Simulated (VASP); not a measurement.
A run of VASP 6.6.1:

INCAR

```
ALGO = Normal ; EDIFF = 1E-7
ENCUT = 520 ; GGA = CA
ISIF = 2 ; ISMEAR = 0
LASPH = True ; LCHARG = False
LREAL = False ; LWAVE = False
NBANDS = 14 ; NELM = 80
PREC = Accurate ; SIGMA = 0.01
```

Contents of KPOINTS:

```
k-points
0
Gamma
  4 4 4
```

POSCAR

```
NaCl
1.0
    2.8600000000      0.0000000000      0.0000000000
    0.0000000000      2.8600000000      0.0000000000
    0.0000000000      0.0000000000      2.8600000000
Na Cl
1 1
Direct
    0.0000000000      0.0000000000      0.0000000000
    0.5000000000      0.5000000000      0.5000000000
```

Potentials or basis: VASP PAW LDA potentials, release 64 (Na_pv, Cl).

Command:

```sh
$ cat potpaw_LDA.64/Na_pv/POTCAR potpaw_LDA.64/Cl/POTCAR > POTCAR
$ mpirun -np 1 vasp_std > vasp.out
```

Hardware: 1 thread of AMD EPYC 7R13 Processor (Zen 3), with other jobs on the host.

Question: How long does it take, and how much memory?

Answer: Wall time 2.5 s on 1 thread of AMD EPYC 7R13 Processor (Zen 3), with other jobs on the host, peak memory 0.09 GiB. Counts: scf iterations 12, k points 10.
